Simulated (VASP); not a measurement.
Here is a VASP 6.6.1 calculation.

File INCAR:

```
PREC     = Accurate       # precision mode
ENCUT    = 520            # plane-wave cutoff, eV
EDIFF    = 1E-7           # SCF threshold, eV
ISMEAR   = 0              # smearing method
SIGMA    = 0.1            # smearing width, eV
LREAL    = F              # projectors in reciprocal space
LASPH    = T              # aspherical terms in the spheres
NELM     = 80             # most SCF steps
ALGO     = Normal         # electronic algorithm
ISIF     = 2              # what is computed and relaxed
LWAVE    = F              # write WAVECAR
LCHARG   = F              # write CHGCAR
GGA      = PE             # functional
IVDW     = 12             # dispersion correction
NBANDS   = 16             # bands
```

File KPOINTS:

```
Automatic mesh
0
Gamma
  18 18 18
```

File POSCAR:

```
AsS2
1.0
    1.7376407767      1.0032273702      6.4554466287
   -1.7376407767      1.0032273702      6.4554466287
    0.0000000000     -2.0064547403      6.4554466287
As S
1 2
Direct
    0.0000000000      0.0000000000      0.0000000000
    0.7421611380      0.7421611380      0.7421611380
    0.2578388620      0.2578388620      0.2578388620
```

Potentials or basis: VASP PAW PBE potentials, release 64 (As, S).

Run with:

```sh
$ cat potpaw_PBE.64/As/POTCAR potpaw_PBE.64/S/POTCAR > POTCAR
$ mpirun -np 1 vasp_std > vasp.out
```

(1) Predict the pressure.

(2) What does it give for the dispersion energy per atom?

Answers

(1) -2.3 GPa.

(2) -0.311 eV.

Caveat: three body term missing; pairwise dispersion overbinds metals, which lowers pressure and volume.
